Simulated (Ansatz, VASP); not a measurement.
PbS in VASP and in Ansatz

Contents of INCAR:

```
SYSTEM = PbS
PREC = Accurate ; ENCUT = 520
EDIFF = 1E-6 ; ISMEAR = 0
SIGMA = 0.01 ; LREAL = .FALSE.
LASPH = .TRUE. ; NELM = 100
ALGO = Normal ; ISIF = 2
LWAVE = .FALSE. ; LCHARG = .FALSE.
GGA = PE ; NBANDS = 28
```

File KPOINTS:

```
Automatic mesh
0
G
  4 4 2
  0 0 0
```

POSCAR

```
PbS
1.0
    2.9646834815     -2.9646840542     -0.0000051815
    2.9646834815      2.9646840542     -0.0000051815
   -2.0856054175      0.0000000000     22.1612868256
Pb S
2 2
Direct
    0.7373195345      0.7171325529      0.9352364743
    0.2828674471      0.2626804655      0.0647635257
    0.2408129785      0.2203999600      0.9448777163
    0.7796000400      0.7591870215      0.0551222837
```

Input for Ansatz:

```yaml
crystal:
  lattice:
    - [2.9646834815, -2.9646840542, -5.1815e-06]
    - [2.9646834815, 2.9646840542, -5.1815e-06]
    - [-2.0856054175, 0.0, 22.1612868256]
  atoms:
    - { symbol: Pb, position: [0.7373195345, 0.7171325529, 0.9352364743] }
    - { symbol: Pb, position: [0.2828674471, 0.2626804655, 0.0647635257] }
    - { symbol: S, position: [0.2408129785, 0.22039996, 0.9448777163] }
    - { symbol: S, position: [0.77960004, 0.7591870215, 0.0551222837] }
kpoints:
  mp_grid: { grid: [4, 4, 2] }
hamiltonian:
  xc: pbe
scf:
  occupations: { method: fixed }
  n_extra_bands: 5
output:
  forces: true
  stress: true
  eigenvalues: true
```

Alike in both runs: task single point; functional PBE; k mesh 4 × 4 × 2; no spin polarisation.

|  | VASP | Ansatz |
| --- | --- | --- |
| version | VASP 6.6.1 | Ansatz 0.2.0 |
| potentials or method | VASP PAW PBE potentials, release 64 (Pb_d, S) | plane waves, PAW |
| plane-wave cutoff (eV) | 520 | 420 |
| occupations | gaussian, width 0.01 eV | fixed |
| valence electrons in the cell | 40 | 40 |

|  | VASP | Ansatz | Ansatz less VASP |
| --- | --- | --- | --- |
| gap on the k mesh at the Fermi level (eV) | 2.08 | 2.08 | -0.001 |
| rms of the force components (eV/Å) | 0.087 | 0.088 | +0.0015 |

Atom by atom the forces differ by 0.003 eV/Å (rms over components).

Neither program's run includes spin-orbit coupling.
